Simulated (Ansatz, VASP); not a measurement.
## Y in VASP and in Ansatz

```
Y
1.0
     3.65354    0.00000    0.00000
    -1.82677    3.16406    0.00000
     0.00000    0.00000    5.69886
Y
2
Direct
  0.33333 0.66667 0.25000
  0.66667 0.33333 0.75000
```

Alike in both runs: task single point; functional PBE; k mesh 10 × 10 × 6; occupations fermi-dirac, width 0.6 eV; no spin polarisation.

```csv
,VASP,Ansatz
version,VASP 6.6.1,Ansatz 0.2.0
potentials or method,"VASP PAW PBE potentials, release 64 (Y_sv), cutoff 520 eV","plane waves (420 eV) with PAW, scalar-relativistic"
valence electrons in the cell,22,22
```

|  | VASP | Ansatz | Ansatz less VASP |
| --- | --- | --- | --- |
| pressure (GPa) | 2.5 | 2.6 | +0.10 |
| traceless stress, the component that is largest in VASP (GPa) | 1.34 | 1.34 | +0.001 |
